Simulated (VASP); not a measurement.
# TaAgO3 (Pm-3m) in VASP: single point with LDA

Aim: the single point of TaAgO3 with LDA.

Everything below comes from runs of VASP 6.6.1. Logs are shortened: lines on timing, memory, paths and dates and some standing lists are left out, and cuts for length are marked.

**1. The cell of the first run**

It takes space group Pm-3m (No. 221, cubic). The conventional cell has a = 3.999 Å, b = 3.999 Å, c = 3.999 Å, α = 90.00°, β = 90.00°, γ = 90.00°. Ta (site symmetry m-3m) has 6 O at 2.00 Å within 2.6 Å. Ag (site symmetry m-3m) has 12 O at 2.83 Å and 8 Ta at 3.46 Å within 3.7 Å. Within 2.6 Å of O (site symmetry 4/mmm) lie 2 Ta at 2.00 Å.

**2. Single point, LDA**

Input file INCAR:

```
ALGO = Normal
EDIFF = 1E-6
ENCUT = 600
GGA_COMPAT = F
ISIF = 2
ISMEAR = 1
LASPH = T
LCHARG = T
LELF = T
LREAL = F
LVHAR = T
LWAVE = F
NBANDS = 28
NELM = 120
PREC = Accurate
SIGMA = 0.02
```

Input file KPOINTS:

```
k-points
0
Gamma
  4 4 4
```

Input file POSCAR:

```
TaAgO3
1.0
    3.9993700000      0.0000000000      0.0000000000
    0.0000000000      3.9993700000      0.0000000000
    0.0000000000      0.0000000000      3.9993700000
Ta Ag O
1 1 3
Direct
    0.0000000000      0.0000000000      0.0000000000
    0.5000000000      0.5000000000      0.5000000000
    0.0000000000      0.0000000000      0.5000000000
    0.0000000000      0.5000000000      0.0000000000
    0.5000000000      0.0000000000      0.0000000000
```

Potentials or basis: VASP PAW LDA potentials, release 64 (Ta_pv, Ag, O).

Command:

```
cat potpaw_LDA.64/Ta_pv/POTCAR potpaw_LDA.64/Ag/POTCAR potpaw_LDA.64/O/POTCAR > POTCAR
mpirun -np 1 vasp_std > vasp.out
```

OUTCAR:

```text
EDIFF = 1E-6
   ENCUT = 600
   ISIF = 2
   ISMEAR = 1
   LASPH = T
   LREAL = F
   NELM = 120
   PREC = Accurate

 ion  position               nearest neighbor table
   1  0.000  0.000  0.000-   3 2.00   4 2.00   5 2.00   3 2.00   4 2.00   5 2.00   2 3.46   2 3.46
                             2 3.46   2 3.46   2 3.46   2 3.46   2 3.46   2 3.46
   2  0.500  0.500  0.500-   1 3.46   1 3.46   1 3.46   1 3.46   1 3.46   1 3.46   1 3.46   1 3.46

   3  0.000  0.000  0.500-   1 2.00   1 2.00
   4  0.000  0.500  0.000-   1 2.00   1 2.00
   5  0.500  0.000  0.000-   1 2.00   1 2.00

  LATTYP: Found a simple cubic cell.
 ALAT       =     3.9993700000

  Lattice vectors:

 A1 = (   3.9993700000,   0.0000000000,   0.0000000000)
 A2 = (   0.0000000000,   3.9993700000,   0.0000000000)
 A3 = (   0.0000000000,   0.0000000000,   3.9993700000)

Analysis of symmetry for initial positions (statically):
=====================================================================
 Subroutine PRICEL returns:
 Original cell was already a primitive cell.

 Routine SETGRP: Setting up the symmetry group for a
 simple cubic supercell.

 Subroutine GETGRP returns: Found 48 space group operations
 (whereof 48 operations were pure point group operations)
 out of a pool of 48 trial point group operations.

The static configuration has the point symmetry O_h .

Analysis of symmetry for dynamics (positions and initial velocities):
=====================================================================
 Subroutine PRICEL returns:
 Original cell was already a primitive cell.

 Routine SETGRP: Setting up the symmetry group for a
 simple cubic supercell.

 Subroutine GETGRP returns: Found 48 space group operations
 (whereof 48 operations were pure point group operations)
 out of a pool of 48 trial point group operations.

The dynamic configuration has the point symmetry O_h .

 Subroutine INISYM returns: Found 48 space group operations
 (whereof 48 operations are pure point group operations),
 and found     1 'primitive' translations

----------------------------------------------------------------------------------------

                                     Primitive cell

  volume of cell :      63.9698

[... 76 lines left out ...]
   LASPH  =      T    aspherical Exc in radial PAW
   ENCUT  =  600.0 eV  44.10 Ry    6.64 a.u.   7.99  7.99  7.99*2*pi/ulx,y,z
   NELM   =    120;   NELMIN=  2; NELMDL= -5     # of ELM steps
   EDIFF  = 0.1E-05   stopping-criterion for ELM
   LREAL  =      F    real-space projection
   EDIFFG = 0.1E-04   stopping-criterion for IOM
   NSW    =      0    number of steps for IOM
   IBRION =     -1    ionic relax: 0-MD 1-quasi-New 2-CG
   NFREE  =      0    steps in history (QN), initial steepest desc. (CG)
   ISIF   =      2    stress and relaxation
   ISYM   =      2    0-nonsym 1-usesym 2-fastsym
   POTIM  = 0.5000    time-step for ionic-motion
   TEBEG  =    0.0;   TEEND  =   0.0 temperature during run
   PSTRESS=    0.0 pullay stress
   NELECT =      40.0000    total number of electrons
   NUPDOWN=      -1.0000    fix difference up-down
   EMIN   =  10.00;   EMAX   =-10.00  energy-range for DOS
   EFERMI =   0.00;   METHOD = LEGACY
   ISMEAR =     1;   SIGMA  =   0.02  broadening in eV -4-tet -1-fermi 0-gaus
   EFERMI_NEDOS =   21; number of points for ismear=-14 and -15
   IALGO  =     38    algorithm
   IMIX   =      4    mixing-type and parameters
     AMIX     =   0.40;   BMIX     =  1.00
     AMIX_MAG =   1.60;   BMIX_MAG =  1.00
  volume/ion in A,a.u.               =      12.79        86.34
  Fermi-wavevector in a.u.,A,eV,Ry     =   1.399920  2.645465 26.664374  1.959776
  Thomas-Fermi vector in A             =   2.522932
   LORBIT       =      0    0 simple, 1 ext, 2 COOP (PROOUT), +10 PAW based schemes
   GGA     = CA    functional components
   LHFCALC =     F    Hartree Fock is set to
   AEXX    =    0.0000 exact exchange contribution
   IVDW    =     0    specifies the selected vdW correction
   LEPSILON=     F    determine dielectric tensor
   LRPA    =     F    only Hartree local field effects (RPA)
 non-spin polarized calculation
 Methfessel and Paxton  Order N= 1 SIGMA  =   0.02
  energy-cutoff  :      600.00
  volume of cell :       63.97
 maximum number of plane-waves:      2176
 NGX is ok and might be reduce to    32
   NGX = 15   NGY = 15   NGZ = 15

 number of electron      39.9999999 magnetization

 Free energy of the ion-electron system (eV)
  ---------------------------------------------------
  ext. energy  EPLUGINS =         0.00000000
  ---------------------------------------------------
  free energy    TOTEN  =       -43.43669232 eV

  energy without entropy =      -43.43674668  energy(sigma->0) =      -43.43671044

 E-fermi :   3.1247     XC(G=0): -11.8053

 val. band max:        3.1078512756   @ k =   0.5000   0.5000   0.0000
 cond. band min:       4.5958839969   @ k =   0.0000   0.0000   0.0000
 fundamental gap:      1.4880327214
 Fermi energy:         3.1246889199

 k-point     1 :       0.0000    0.0000    0.0000
  band No.  band energies     occupation
      1     -31.2137      2.00000
      2     -31.2137      2.00000
      3     -31.2137      2.00000
      4     -14.5642      2.00000
      5     -13.7081      2.00000
      6     -13.7081      2.00000
[... 299 lines left out ...]
     27      13.0754      0.00000
     28      15.2578      0.00000

------------------------ aborting loop because EDIFF is reached ----------------------------------------

  FORCE on cell =-STRESS in cart. coord.  units (eV):
  Direction    XX          YY          ZZ          XY          YZ          ZX
  --------------------------------------------------------------------------------------
  -------------------------------------------------------------------------------------
  Total       -4.7457364     -4.7457364     -4.7457364      0.0000000     -0.0000000      0.0000000
  in kB     -118.8610174   -118.8610174   -118.8610174      0.0000000     -0.0000000      0.0000000
  external PRESSURE =    -118.8610174 kB  Pullay stress =       0.0000000 kB

 VOLUME and BASIS-vectors are now :
 -----------------------------------------------------------------------------
  energy-cutoff  :      600.00
  volume of cell :       63.97
      direct lattice vectors                 reciprocal lattice vectors
     3.999370000  0.000000000  0.000000000     0.250039381  0.000000000  0.000000000
     0.000000000  3.999370000  0.000000000     0.000000000  0.250039381  0.000000000
     0.000000000  0.000000000  3.999370000     0.000000000  0.000000000  0.250039381

 POSITION                                       TOTAL-FORCE (eV/Angst)
 -----------------------------------------------------------------------------------
      0.00000      0.00000      0.00000         0.000000      0.000000      0.000000
      1.99968      1.99968      1.99968         0.000000      0.000000      0.000000
      0.00000      0.00000      1.99968         0.000000      0.000000      0.000000
      0.00000      1.99968      0.00000         0.000000      0.000000      0.000000
      1.99968      0.00000      0.00000         0.000000      0.000000      0.000000
 -----------------------------------------------------------------------------------
    total drift:                                0.000000      0.000000     -0.000000

  FREE ENERGIE OF THE ION-ELECTRON SYSTEM (eV)
  ---------------------------------------------------
  free  energy   TOTEN  =       -43.4366923199 eV

  energy  without entropy=      -43.4367466752  energy(sigma->0) =      -43.43671044
```

OSZICAR:

```text
N       E                     dE             d eps       ncg     rms          rms(c)
DAV:   1     0.347167598240E+03    0.34717E+03   -0.23749E+04   560   0.159E+03
DAV:   2    -0.293894196505E+02   -0.37656E+03   -0.36185E+03   664   0.400E+02
DAV:   3    -0.513970321416E+02   -0.22008E+02   -0.21848E+02   668   0.982E+01
DAV:   4    -0.516163664271E+02   -0.21933E+00   -0.21906E+00   644   0.105E+01
DAV:   5    -0.516183265924E+02   -0.19602E-02   -0.19600E-02   628   0.964E-01    0.328E+01
DAV:   6    -0.439423690722E+02    0.76760E+01   -0.32709E+01   616   0.416E+01    0.126E+01
DAV:   7    -0.435588271731E+02    0.38354E+00   -0.21640E+00   600   0.117E+01    0.898E+00
DAV:   8    -0.434585610640E+02    0.10027E+00   -0.55633E-01   604   0.594E+00    0.255E+00
DAV:   9    -0.434401388821E+02    0.18422E-01   -0.28272E-02   592   0.137E+00    0.652E-01
DAV:  10    -0.434367260806E+02    0.34128E-02   -0.15308E-02   616   0.933E-01    0.667E-02
DAV:  11    -0.434366978943E+02    0.28186E-04   -0.62941E-04   616   0.201E-01    0.360E-02
DAV:  12    -0.434366935035E+02    0.43908E-05   -0.37653E-05   656   0.467E-02    0.225E-02
DAV:  13    -0.434366924148E+02    0.10888E-05   -0.70821E-06   612   0.240E-02    0.987E-03
DAV:  14    -0.434366923199E+02    0.94919E-07   -0.58285E-07   344   0.744E-03
   1 F= -.43436692E+02 E0= -.43436710E+02  d E =0.543554E-04
```

stdout:

```text
POSCAR found type information on POSCAR TaAgO
 POSCAR found :  3 types and       5 ions
 scaLAPACK will be used
 LDA part: xc-table for (Slater(with rela. corr.)+CA(PZ))
 , standard interpolation
 POSCAR, INCAR and KPOINTS ok, starting setup
 FFT: planning ... GRIDC
 FFT: planning ... GRID_SOFT
 FFT: planning ... GRID
 WAVECAR not read
 entering main loop
```

Wall time 20 s (1 thread of Intel Xeon 8259CL, shared host); peak memory 0.17 GiB.

Results:

| Property | Result |
| --- | --- |
| Free energy | -43.4367 eV |
| Pressure | -11.9 GPa |
| Band gap on the k mesh | 1.49 eV, indirect (least direct gap 2.06 eV) |

Levels at points of the mesh, in eV from the valence-band top:
| k point | band 18 | band 19 | band 20 | band 21 | band 22 | band 23 |
| --- | --- | --- | --- | --- | --- | --- |
| (0.00, 0.00, 0.00) | -1.10 | -1.10 | -1.10 | 1.49 | 2.03 | 2.03 |
| (0.50, 0.00, 0.00) | -0.25 | -0.19 | -0.19 | 1.87 | 4.54 | 4.54 |
| (0.50, 0.50, 0.00) | -0.59 | -0.59 | 0.00 | 4.60 | 4.60 | 4.97 |
| (0.50, 0.50, 0.50) | -0.32 | -0.32 | -0.32 | 3.15 | 5.94 | 5.94 |

Caveat: spin-orbit coupling is left out, which moves the levels of the heavy elements.
